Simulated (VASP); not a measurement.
The system is MgO.

```xyz
24
Lattice="2.9605 0.0000 0.0000 -1.4803 2.5639 0.0000 0.0000 0.0000 29.4156" Properties=species:S:1:pos:R:3 pbc="T T T"
Mg    0.0000    1.7093   24.5620
Mg    1.4803    0.8546    4.8536
Mg    1.4803    0.8546    9.8542
Mg    0.0000    1.7093   19.5614
Mg    0.0000    1.7093   12.2792
Mg    1.4803    0.8546   17.1364
Mg    1.4803    0.8546   26.9870
Mg    0.0000    1.7093    2.4286
Mg    0.0000    0.0000    7.3539
Mg    0.0000    0.0000   22.0617
Mg    0.0000    0.0000    0.0000
Mg    0.0000    0.0000   14.7078
O     0.0000    1.7093   28.2021
O     1.4803    0.8546    1.2135
O     1.4803    0.8546   13.4943
O     0.0000    1.7093   15.9213
O     0.0000    1.7093    6.0620
O     1.4803    0.8546   23.3537
O     1.4803    0.8546   20.7698
O     0.0000    1.7093    8.6459
O     0.0000    0.0000    3.6405
O     0.0000    0.0000   25.7751
O     0.0000    0.0000   18.3483
O     0.0000    0.0000   11.0673
```

* Program: VASP 6.6.1
* Task: relaxation of cell and atoms
* Functional: PBE
* Potentials or basis: VASP PAW PBE potentials, release 64 (Mg, O)
* Cutoff: 600 eV
* k mesh: 12 × 12 × 2
* Occupations: fermi-dirac, width 0.02 eV
* Spin: no spin polarisation

At the start: pressure 5.3 GPa; volume 9.30 Å³/atom.

Task: Where does the relaxation end?

Result: Over 7 steps the energy falls by 5.1 meV/atom and the volume is 9.62 Å³/atom (+3.4 %); space group P6_3/mmc (No. 194, to 0.1 Å) before and after.

The path:
```tsv
step	energy change (eV)	largest force (eV/Å)	pressure (GPa)	volume (Å³)
1	0.0000	0.0337	5.33	223.28
2	-0.1085	0.0166	-1.65	233.44
3	-0.1221	0.0106	0.01	230.81
4	-0.1221	0.0109	-0.09	230.97
5	-0.1222	0.0061	0.03	230.79
6	-0.1222	0.0058	0.01	230.81
7	-0.1222	0.0033	0.01	230.82
```

Final structure:
```cif
data_structure
_symmetry_space_group_name_H-M 'P 1'
_symmetry_Int_Tables_number 1
_cell_length_a 2.9936
_cell_length_b 2.9936
_cell_length_c 29.7396
_cell_angle_alpha 90.000
_cell_angle_beta 90.000
_cell_angle_gamma 120.000
_cell_volume 230.82
loop_
_atom_site_label
_atom_site_type_symbol
_atom_site_fract_x
_atom_site_fract_y
_atom_site_fract_z
_atom_site_occupancy
Mg1 Mg 0.33333 0.66667 0.83501 1
Mg2 Mg 0.66667 0.33333 0.16499 1
Mg3 Mg 0.66667 0.33333 0.33501 1
Mg4 Mg 0.33333 0.66667 0.66499 1
Mg5 Mg 0.33333 0.66667 0.41749 1
Mg6 Mg 0.66667 0.33333 0.58251 1
Mg7 Mg 0.66667 0.33333 0.91749 1
Mg8 Mg 0.33333 0.66667 0.08251 1
Mg9 Mg 0.00000 0.00000 0.25000 1
Mg10 Mg 0.00000 0.00000 0.75000 1
Mg11 Mg 0.00000 0.00000 0.00000 1
Mg12 Mg 0.00000 0.00000 0.50000 1
O1 O 0.33333 0.66667 0.95874 1
O2 O 0.66667 0.33333 0.04126 1
O3 O 0.66667 0.33333 0.45874 1
O4 O 0.33333 0.66667 0.54126 1
O5 O 0.33333 0.66667 0.20609 1
O6 O 0.66667 0.33333 0.79391 1
O7 O 0.66667 0.33333 0.70609 1
O8 O 0.33333 0.66667 0.29391 1
O9 O 0.00000 0.00000 0.12375 1
O10 O 0.00000 0.00000 0.87625 1
O11 O 0.00000 0.00000 0.62375 1
O12 O 0.00000 0.00000 0.37625 1
```
